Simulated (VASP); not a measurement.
# LiF (Fm-3m) in VASP: single point with PBE0

Aim: the single point of LiF with PBE0.

Everything below comes from runs of VASP 6.6.1. Logs are shortened: lines on timing, memory, paths and dates and some standing lists are left out, and cuts for length are marked.

## 1. The cell of the first run

Symmetry: Fm-3m, No. 225, cubic system. The conventional cell has a = 3.990 Å, b = 3.990 Å, c = 3.990 Å, α = 90.00°, β = 90.00°, γ = 90.00°. Li (site symmetry m-3m) has 6 F at 2.00 Å within 2.6 Å. F (site symmetry m-3m) has 6 Li at 2.00 Å within 2.6 Å.

## 2. Single point, PBE0

POSCAR reads:

```
LiF
1.0
    0.0000000000      1.9951010462      1.9951010462
    1.9951010462      0.0000000000      1.9951010462
    1.9951010462      1.9951010462      0.0000000000
Li F
1 1
Direct
    0.0000000000      0.0000000000      0.0000000000
    0.5000000000      0.5000000000      0.5000000000
```

INCAR.step1 reads:

```
SYSTEM = LiF
ALGO = Normal ; EDIFF = 1E-5
ENCUT = 520 ; GGA = PE
ISIF = 2 ; ISMEAR = 0
LASPH = .True. ; LREAL = .False.
LWAVE = .True. ; NBANDS = 12
NELM = 100 ; PREC = Accurate
SIGMA = 0.01
```

INCAR.step2 reads:

```
SYSTEM = LiF
AEXX = 0.25 ; ALGO = Normal
EDIFF = 1E-7 ; ENCUT = 520
GGA = PE ; ISIF = 2
ISMEAR = 0 ; ISTART = 1
LASPH = .True. ; LCHARG = .True.
LELF = .True. ; LHFCALC = .True.
LREAL = .False. ; LVHAR = .True.
LWAVE = .False. ; NBANDS = 12
NELM = 100 ; PREC = Accurate
PRECFOCK = Normal ; SIGMA = 0.01
```

KPOINTS reads:

```
k-points
0
Gamma
  8 8 8
  0 0 0
```

Potentials or basis: VASP PAW PBE potentials, release 64 (Li_sv, F).

Run with:

```
$ cat potpaw_PBE.64/Li_sv/POTCAR potpaw_PBE.64/F/POTCAR > POTCAR
$ cp INCAR.step1 INCAR
$ mpirun -np 1 vasp_std > vasp.out
$ cp INCAR.step2 INCAR
$ mpirun -np 1 vasp_std > vasp.out
```

OUTCAR:

```text
SYSTEM = LiF
   AEXX = 0.25
   EDIFF = 1E-7
   ENCUT = 520
   GGA = PE
   ISIF = 2
   ISMEAR = 0
   ISTART = 1
   LASPH = .True.
   LHFCALC = .True.
   LREAL = .False.
   NELM = 100
   PREC = Accurate
   PRECFOCK = Normal

 ion  position               nearest neighbor table
   1  0.000  0.000  0.000-   2 2.00   2 2.00   2 2.00   2 2.00   2 2.00   2 2.00
   2  0.500  0.500  0.500-   1 2.00   1 2.00   1 2.00   1 2.00   1 2.00   1 2.00

  LATTYP: Found a face centered cubic cell.
 ALAT       =     3.9902020924

  Lattice vectors:

 A1 = (   0.0000000000,   1.9951010462,   1.9951010462)
 A2 = (   1.9951010462,   0.0000000000,   1.9951010462)
 A3 = (   1.9951010462,   1.9951010462,   0.0000000000)

Analysis of symmetry for initial positions (statically):
=====================================================================
 Subroutine PRICEL returns:
 Original cell was already a primitive cell.

 Routine SETGRP: Setting up the symmetry group for a
 face centered cubic supercell.

 Subroutine GETGRP returns: Found 48 space group operations
 (whereof 48 operations were pure point group operations)
 out of a pool of 48 trial point group operations.

The static configuration has the point symmetry O_h .

Analysis of symmetry for dynamics (positions and initial velocities):
=====================================================================
 Subroutine PRICEL returns:
 Original cell was already a primitive cell.

 Routine SETGRP: Setting up the symmetry group for a
 face centered cubic supercell.

 Subroutine GETGRP returns: Found 48 space group operations
 (whereof 48 operations were pure point group operations)
 out of a pool of 48 trial point group operations.

The dynamic configuration has the point symmetry O_h .

 Subroutine INISYM returns: Found 48 space group operations
 (whereof 48 operations are pure point group operations),
 and found     1 'primitive' translations

----------------------------------------------------------------------------------------

                                     Primitive cell

  volume of cell :      15.8827

  direct lattice vectors                    reciprocal lattice vectors
     0.000000000  1.995101046  1.995101046    -0.250613873  0.250613873  0.250613873
     1.995101046  0.000000000  1.995101046     0.250613873 -0.250613873  0.250613873
     1.995101046  1.995101046  0.000000000     0.250613873  0.250613873 -0.250613873

  length of vectors
     2.821498958  2.821498958  2.821498958     0.434075961  0.434075961  0.434075961

  position of ions in fractional coordinates (direct lattice)
     0.000000000  0.000000000  0.000000000
     0.500000000  0.500000000  0.500000000

  ion indices of the primitive-cell ions
   primitive index   ion index
                 1           1
                 2           2

----------------------------------------------------------------------------------------

 KPOINTS: k-points

Automatic generation of k-mesh.
 Grid dimensions read from file:
 generate k-points for:    8    8    8

 Generating k-lattice:

  Cartesian coordinates                     Fractional coordinates (reciprocal lattice)
    -0.031326734  0.031326734  0.031326734     0.125000000  0.000000000  0.000000000
     0.031326734 -0.031326734  0.031326734     0.000000000  0.125000000  0.000000000
     0.031326734  0.031326734 -0.031326734     0.000000000  0.000000000  0.125000000

  Length of vectors
     0.054259495  0.054259495  0.054259495

  Shift w.r.t. Gamma in fractional coordinates (k-lattice)
     0.000000000  0.000000000  0.000000000

 Subroutine IBZKPT returns following result:
 ===========================================

 Found     29 irreducible k-points:

 Following reciprocal coordinates:
            Coordinates               Weight
  0.000000  0.000000  0.000000      1.000000
  0.125000  0.000000  0.000000      8.000000
  0.250000  0.000000  0.000000      8.000000
  0.375000  0.000000  0.000000      8.000000
  0.500000  0.000000  0.000000      4.000000
  0.125000  0.125000  0.000000      6.000000
[... 16 lines left out ...]
  0.500000  0.250000  0.125000     48.000000
 -0.375000  0.250000  0.125000     24.000000
 [... further k-points ...]
   k-points           NKPTS =     29   k-points in BZ     NKDIM =    512   number of bands    NBANDS=     12
   number of dos      NEDOS =    301   number of ions     NIONS =      2
   total plane-waves  NPLWV =  13824
   dimension x,y,z NGX =    24 NGY =   24 NGZ =   24
   dimension x,y,z NGXF=    48 NGYF=   48 NGZF=   48
   ions per type =               1   1
   NGX,Y,Z   is equivalent  to a cutoff of  14.14, 14.14, 14.14 a.u.
   NGXF,Y,Z  is equivalent  to a cutoff of  28.28, 28.28, 28.28 a.u.
 SYSTEM =  LiF
   PREC   = accura    normal or accurate (medium, high low for compatibility)
   ISTART =      1    job   : 0-new  1-cont  2-samecut
   ICHARG =      0    charge: 1-file 2-atom 10-const
   ISPIN  =      1    spin polarized calculation?
   LNONCOLLINEAR =      F non collinear calculations
   LSORBIT =      F    spin-orbit coupling
   LASPH  =      T    aspherical Exc in radial PAW
   ENCUT  =  520.0 eV  38.22 Ry    6.18 a.u.   5.25  5.25  5.25*2*pi/ulx,y,z
   NELM   =    100;   NELMIN=  2; NELMDL=  0     # of ELM steps
   EDIFF  = 0.1E-06   stopping-criterion for ELM
   LREAL  =      F    real-space projection
   EDIFFG = 0.1E-05   stopping-criterion for IOM
   NSW    =      0    number of steps for IOM
   IBRION =     -1    ionic relax: 0-MD 1-quasi-New 2-CG
   NFREE  =      0    steps in history (QN), initial steepest desc. (CG)
   ISIF   =      2    stress and relaxation
   ISYM   =      3    0-nonsym 1-usesym 2-fastsym
   POTIM  = 0.5000    time-step for ionic-motion
   TEBEG  =    0.0;   TEEND  =   0.0 temperature during run
   PSTRESS=    0.0 pullay stress
   NELECT =      10.0000    total number of electrons
   NUPDOWN=      -1.0000    fix difference up-down
   EMIN   =  10.00;   EMAX   =-10.00  energy-range for DOS
   EFERMI =   0.00;   METHOD = LEGACY
   ISMEAR =     0;   SIGMA  =   0.01  broadening in eV -4-tet -1-fermi 0-gaus
   EFERMI_NEDOS =   21; number of points for ismear=-14 and -15
   IALGO  =     38    algorithm
   IMIX   =      1    mixing-type and parameters
     AMIX     =   0.40;   BMIX     =  1.00
     AMIX_MAG =   1.60;   BMIX_MAG =  1.00
  volume/ion in A,a.u.               =       7.94        53.59
  Fermi-wavevector in a.u.,A,eV,Ry     =   1.403137  2.651544 26.787044  1.968792
  Thomas-Fermi vector in A             =   2.525829
   LORBIT       =      0    0 simple, 1 ext, 2 COOP (PROOUT), +10 PAW based schemes
   GGA     = PE    functional components
   LHFCALC =     T    Hartree Fock is set to
   PRECFOCK=normal    Normal, Fast or Accurate (Low or Medium for compatibility)
   ENCUT4O =  -1.0   cutoff for four orbital integrals eV
   NKREDX  =     1    reduce k-point grid by
   NKREDY  =     1    reduce k-point grid by
   NKREDZ  =     1    reduce k-point grid by
   AEXX    =    0.2500 exact exchange contribution
   HFSCREEN=    0.0000 screening length (either q_TF or 0.3 A-1)
   HFSCREENC=   0.0000 screening length for correlation (either q_TF or 0.3 A-1)
   ENCUTFOCK=  -1.0 apply spherical cutoff to Coloumb kernel
   IVDW    =     0    specifies the selected vdW correction
   LEPSILON=     F    determine dielectric tensor
   LRPA    =     F    only Hartree local field effects (RPA)
 non-spin polarized calculation
 Gauss-broadening in eV      SIGMA  =   0.01
  energy-cutoff  :      520.00
  volume of cell :       15.88
 maximum number of plane-waves:       444
 NGX is ok and might be reduce to    24
  NGX = 16; NGY = 16; NGZ = 16

 number of electron       9.9999997 magnetization

 Free energy of the ion-electron system (eV)
  ---------------------------------------------------
  ext. energy  EPLUGINS =         0.00000000
  ---------------------------------------------------
  free energy    TOTEN  =       -11.91230237 eV

  energy without entropy =      -11.91230237  energy(sigma->0) =      -11.91230237

 E-fermi :  -2.7872     XC(G=0):  -7.9032

 val. band max:       -2.9845645511   @ k =   0.0000   0.0000   0.0000
 cond. band min:       9.4407222764   @ k =   0.0000   0.0000   0.0000
 fundamental gap:     12.4252868275
 Fermi energy:        -2.7871613754

 k-point     1 :       0.0000    0.0000    0.0000
  band No.  band energies     occupation
      1     -45.8969      2.00000
      2     -24.6471      2.00000
      3      -2.9846      2.00000
      4      -2.9846      2.00000
      5      -2.9846      2.00000
      6       9.4407      0.00000
      7      24.8171      0.00000
      8      24.8171      0.00000
      9      24.8171      0.00000
     10      24.9212      0.00000
     11      24.9212      0.00000
     12      24.9212      0.00000

 k-point     2 :       0.1250    0.0000    0.0000
  band No.  band energies     occupation
      1     -45.8871      2.00000
      2     -24.5814      2.00000
      3      -3.4541      2.00000
      4      -3.0244      2.00000
      5      -3.0244      2.00000
      6       9.8952      0.00000
      7      21.1628      0.00000
      8      23.0417      0.00000
      9      23.0417      0.00000
     10      26.3575      0.00000
     11      26.3667      0.00000
     12      26.3668      0.00000

 k-point     3 :       0.2500    0.0000    0.0000
  band No.  band energies     occupation
      1     -45.8632      2.00000
      2     -24.4163      2.00000
      3      -4.4776      2.00000
      4      -3.1177      2.00000
      5      -3.1177      2.00000
      6      10.7251      0.00000
      7      18.5221      0.00000
      8      21.1751      0.00000
      9      21.1751      0.00000
     10      27.8257      0.00000
     11      28.2991      0.00000
     12      28.2991      0.00000

 k-point     4 :       0.3750    0.0000    0.0000
  band No.  band energies     occupation
      1     -45.8391      2.00000
      2     -24.2420      2.00000
      3      -5.3951      2.00000
      4      -3.2070      2.00000
      5      -3.2070      2.00000
      6      11.0695      0.00000
      7      17.6004      0.00000
      8      19.8864      0.00000
      9      19.8864      0.00000
     10      29.8422      0.00000
     11      30.7141      0.00000
     12      30.7141      0.00000

 k-point     5 :       0.5000    0.0000    0.0000
  band No.  band energies     occupation
      1     -45.8293      2.00000
      2     -24.1673      2.00000
      3      -5.7535      2.00000
      4      -3.2429      2.00000
      5      -3.2429      2.00000
      6      11.0475      0.00000
      7      17.5533      0.00000
      8      19.4346      0.00000
      9      19.4346      0.00000
     10      31.3897      0.00000
     11      32.1712      0.00000
     12      32.1712      0.00000
[... 228 lines left out ...]
      1     -45.8112      2.00000
      2     -23.8731      2.00000
      3      -6.2582      2.00000
      4      -4.0889      2.00000
      5      -4.0889      2.00000
      6      15.4887      0.00000
      7      16.6832      0.00000
      8      18.1480      0.00000
      9      21.1068      0.00000
     10      21.1068      0.00000
     11      34.8046      0.00000
     12      39.5394      0.00000

 k-point    22 :       0.3750    0.2500    0.1250
  band No.  band energies     occupation
      1     -45.8461      2.00000
      2     -24.2658      2.00000
      3      -4.7544      2.00000
      4      -3.8200      2.00000
      5      -3.3077      2.00000
      6      11.9470      0.00000
      7      17.5160      0.00000
      8      20.2892      0.00000
      9      20.8910      0.00000
     10      24.4015      0.00000
     11      31.9827      0.00000
     12      32.2199      0.00000

 k-point    23 :       0.5000    0.2500    0.1250
  band No.  band energies     occupation
      1     -45.8274      2.00000
      2     -24.1058      2.00000
      3      -5.3029      2.00000
      4      -4.2018      2.00000
      5      -3.4446      2.00000
      6      12.7286      0.00000
      7      16.4986      0.00000
      8      19.7096      0.00000
      9      20.2709      0.00000
     10      26.4690      0.00000
     11      31.3361      0.00000
     12      33.9769      0.00000

 k-point    24 :      -0.3750    0.2500    0.1250
  band No.  band energies     occupation
      1     -45.8197      2.00000
      2     -24.0372      2.00000
      3      -5.5393      2.00000
      4      -4.3223      2.00000
      5      -3.5212      2.00000
      6      12.9014      0.00000
      7      16.3584      0.00000
      8      19.5959      0.00000
      9      19.9378      0.00000
     10      28.4508      0.00000
     11      29.5957      0.00000
     12      35.3759      0.00000

 [... further k-points ...]
[... 5 lines left out ...]
  --------------------------------------------------------------------------------------
  -------------------------------------------------------------------------------------
  Total        0.0904420      0.0904420      0.0904420      0.0000000      0.0000000      0.0000000
  in kB        9.1233875      9.1233875      9.1233875      0.0000000      0.0000000      0.0000000
  external PRESSURE =       9.1233875 kB  Pullay stress =       0.0000000 kB

 VOLUME and BASIS-vectors are now :
 -----------------------------------------------------------------------------
  energy-cutoff  :      520.00
  volume of cell :       15.88
      direct lattice vectors                 reciprocal lattice vectors
     0.000000000  1.995101046  1.995101046    -0.250613873  0.250613873  0.250613873
     1.995101046  0.000000000  1.995101046     0.250613873 -0.250613873  0.250613873
     1.995101046  1.995101046  0.000000000     0.250613873  0.250613873 -0.250613873

 POSITION                                       TOTAL-FORCE (eV/Angst)
 -----------------------------------------------------------------------------------
      0.00000      0.00000      0.00000         0.000000      0.000000      0.000000
      1.99510      1.99510      1.99510         0.000000      0.000000     -0.000000
 -----------------------------------------------------------------------------------
    total drift:                                0.000000      0.000000     -0.000000

  FREE ENERGIE OF THE ION-ELECTRON SYSTEM (eV)
  ---------------------------------------------------
  free  energy   TOTEN  =       -11.9123023682 eV

  energy  without entropy=      -11.9123023682  energy(sigma->0) =      -11.91230237
```

Run time: 10 min. Hardware: 1 thread of Intel Xeon Platinum 8375C at 2.90GHz (Ice Lake), shared host; peak memory 0.15 GiB.

What came out:

* Free energy: -11.9123 eV
* Band gap on the k mesh: 12.43 eV

Levels at points of the mesh, in eV from the valence-band top:
```tsv
k point	band 1	band 2	band 3	band 4	band 5	band 6	band 7	band 8	band 9	band 10
(0.00, 0.00, 0.00)	-42.91	-21.66	0.00	0.00	0.00	12.43	27.80	27.80	27.80	27.91
(0.50, 0.00, 0.00)	-42.84	-21.18	-2.77	-0.26	-0.26	14.03	20.54	22.42	22.42	34.37
(0.50, 0.50, 0.00)	-42.83	-20.89	-3.27	-1.10	-1.10	18.47	19.67	21.13	24.09	24.09
```

Caveat: the cutoff is under 1.25 times the usual one of these potentials, so pressure, stress and relaxed cells hold a basis-set (Pulay) error; the PAW data sets were made with another functional, which shifts forces and pressure a little. A k mesh can miss the band edges.
